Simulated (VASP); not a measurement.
The system is HfSi3O2.

```
Hf Si O
1.0
     3.75639    0.00000    0.00000
    -1.87820    3.25313    0.00000
     0.00000    0.00000    7.09406
Hf Si O
1 3 2
Cartesian
  0.0000 0.0000 0.0000
  0.0000 2.1688 2.3858
  1.8782 1.0844 4.7082
  0.0000 0.0000 3.5470
  0.0000 2.1688 0.6031
  1.8782 1.0844 6.4909
```

```yaml
Program: VASP 6.6.1
Task: relaxation of cell and atoms
Functional: PBE
Potentials_or_basis: VASP PAW PBE potentials, release 64 (Hf_pv, Si, O)
Cutoff: 600 eV
k_mesh: 12 × 12 × 6
Occupations: gaussian, width 0.1 eV
Spin: no spin polarisation
```

At the start: pressure -0.7 GPa; volume 14.45 Å³/atom.

Q: How do energy, volume and symmetry change on relaxing?

A: Over 13 steps the energy falls by 4.8 meV/atom and the volume is 14.52 Å³/atom (+0.5 %); space group P-3m1 (No. 164, to 0.1 Å) before and after.

The path:
| step | energy change (eV) | largest force (eV/Å) | pressure (GPa) | volume (Å³) |
| --- | --- | --- | --- | --- |
| 1 | 0.0000 | 0.0796 | -0.70 | 86.69 |
| 2 | -0.0052 | 0.0633 | 0.63 | 85.90 |
| 3 | -0.0053 | 0.0610 | 0.85 | 85.77 |
| 4 | -0.0099 | 0.0668 | 0.82 | 85.89 |
| 5 | -0.0208 | 0.0907 | 0.69 | 86.23 |
| 6 | -0.0255 | 0.0967 | 0.62 | 86.83 |
| 7 | -0.0268 | 0.1104 | 0.63 | 86.63 |
| 8 | -0.0270 | 0.0707 | -0.74 | 87.61 |
| 9 | -0.0284 | 0.0421 | -0.10 | 87.14 |
| 10 | -0.0285 | 0.0276 | 0.04 | 87.06 |
| 11 | -0.0285 | 0.0275 | 0.05 | 87.06 |
| 12 | -0.0286 | 0.0106 | 0.03 | 87.09 |
| 13 | -0.0286 | 0.0002 | 0.02 | 87.11 |

Final structure:
```xyz
6
Lattice="3.6796 0.0000 0.0000 -1.8398 3.1866 0.0000 0.0000 0.0000 7.4294" Properties=species:S:1:pos:R:3 pbc="T T T"
Hf   -1.8398    3.1866    0.0000
Si    0.0000    2.1244    2.4732
Si    1.8398    1.0622    4.9562
Si    0.0000    0.0000    3.7147
O     0.0000    2.1244    0.6664
O     1.8398    1.0622    6.7630
```
